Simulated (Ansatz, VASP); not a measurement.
**Two plane-wave programs on As**

```
As
1.0
     3.83229    0.00000    0.00000
    -1.91615    3.31886    0.00000
     0.00000    0.00000    6.32328
As
4
Direct
  0.33333 0.66667 0.43750
  0.66667 0.33333 0.93750
  0.66667 0.33333 0.56250
  0.33333 0.66667 0.06250
```

Alike in both runs: task single point; functional PBE; k mesh 6 × 6 × 4; occupations gaussian, width 0.1 eV; no spin polarisation.

```csv
,VASP,Ansatz
version,VASP 6.6.1,Ansatz 0.2.0
potentials or method,"VASP PAW PBE potentials, release 64 (As), cutoff 520 eV","scalar-relativistic, plane waves, PAW"
valence electrons in the cell,20,60
```

|  | VASP | Ansatz | Ansatz less VASP |
| --- | --- | --- | --- |
| gap on the k mesh at the Fermi level (eV) | none | none | - |
| rms of the force components (eV/Å) | 0.257 | 0.248 | -0.0093 |

Atom by atom the forces differ by 0.009 eV/Å (rms over components). A gap of «none» marks a metal or a gap that the smearing closes. VASP's potentials hold 20 valence electrons a cell and Ansatz's 60, so a difference there can come from the potentials and not from the codes.
